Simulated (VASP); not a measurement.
A run of VASP 6.6.1 is set up as follows.

INCAR

```
PREC = Accurate ; ENCUT = 600
EDIFF = 1E-8 ; ISMEAR = -1
SIGMA = 0.05 ; LREAL = False
LASPH = True ; NELM = 150
ALGO = Fast ; ISIF = 3
LWAVE = False ; LCHARG = False
ISPIN = 2 ; MAGMOM = 2
LORBIT = 11 ; LMAXMIX = 4
GGA = CA ; IBRION = 6
NFREE = 2 ; POTIM = 0.015
NSW = 1
```

Contents of KPOINTS:

```
regular mesh
0
Gamma
  9 9 9
```

POSCAR

```
V
1.0
   -1.5143500000      1.5143500000      1.5143500000
    1.5143500000     -1.5143500000      1.5143500000
    1.5143500000      1.5143500000     -1.5143500000
V
1
Direct
    0.0000000000      0.0000000000      0.0000000000
```

Potentials or basis: VASP PAW LDA potentials, release 64 (V_sv).

The run is started by

```bash
$ cat potpaw_LDA.64/V_sv/POTCAR > POTCAR
$ mpirun -np 1 vasp_std > vasp.out
```

(1) What does it give for the elastic constants C11, C12, C44?

(2) Predict the Voigt bulk modulus.

(3) Estimate the net moment.

Results:

(1) 186, 128, -48 GPa.

(2) 148 GPa.

(3) 0.00 μB per cell.

Caveat: the cell is under stress, which shifts elastic constants; the elastic tensor has a negative eigenvalue, so either the cell is unstable as it stands or the mesh is too thin; the moments typed at the start vanished in this run.
